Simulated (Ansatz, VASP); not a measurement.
**NaCl in VASP and in Ansatz**

```
CELL_PARAMETERS angstrom
0.00000 2.81000 2.81000
2.81000 0.00000 2.81000
2.81000 2.81000 0.00000
ATOMIC_POSITIONS crystal
Na 0.99919 0.99767 0.00095
Cl 0.50052 0.50151 0.49938
```

Alike in both runs: task single point; functional PBE; k mesh 4 × 4 × 4; no spin polarisation.

|  | VASP | Ansatz |
| --- | --- | --- |
| version | VASP 6.6.1 | Ansatz 0.2.0 |
| potentials or method | VASP PAW PBE potentials, release 64 (Na_pv, Cl), cutoff 500 eV | plane waves, PAW |
| occupations | gaussian, width 0.01 eV | fixed |
| valence electrons in the cell | 14 | 16 |

|  | VASP | Ansatz | Ansatz less VASP |
| --- | --- | --- | --- |
| rms of the force components (eV/Å) | 0.013 | 0.013 | -0.0001 |

Atom by atom the forces differ by 0.000 eV/Å (rms over components). VASP's potentials hold 14 valence electrons a cell and Ansatz's 16, so a difference there can come from the potentials and not from the codes.

The k mesh is coarse, so the values compare programs but aren't converged.
